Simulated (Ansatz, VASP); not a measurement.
**Two plane-wave programs on MoS2**

```
CELL_PARAMETERS angstrom
3.16900 0.00000 0.00000
-1.58450 2.74443 0.00000
0.00000 0.00000 12.32400
ATOMIC_POSITIONS crystal
Mo 0.33333 0.66667 0.25000
Mo 0.66667 0.33333 0.75000
S 0.33333 0.66667 0.62300
S 0.66667 0.33333 0.12300
S 0.33333 0.66667 0.87700
S 0.66667 0.33333 0.37700
```

Alike in both runs: task single point; functional PBE; k mesh 8 × 8 × 2; occupations gaussian, width 0.05 eV; collinear spin; Hubbard terms Mo d U = 4.38 eV.

```csv
,VASP,Ansatz
version,VASP 6.6.1,Ansatz 0.2.0
potentials or method,"VASP PAW PBE potentials, release 64 (Mo_sv, S), cutoff 520 eV","PAW, plane waves, scalar-relativistic"
valence electrons in the cell,52,52
```

```csv
,VASP,Ansatz,Ansatz less VASP
pressure (GPa),4.6,2.0,-2.56
"traceless stress, the component that is largest in VASP (GPa)",0.40,0.05,-0.354
rms of the force components (eV/Å),0.106,0.036,-0.0703
net moment per atom (μB),0.00,0.00,0.000
```

The programs project onto different local orbitals, so the same U acts differently, and such runs can settle in different states. Atom by atom the forces differ by 0.142 eV/Å (rms over components). Ansatz's warnings: seeded moment not kept.
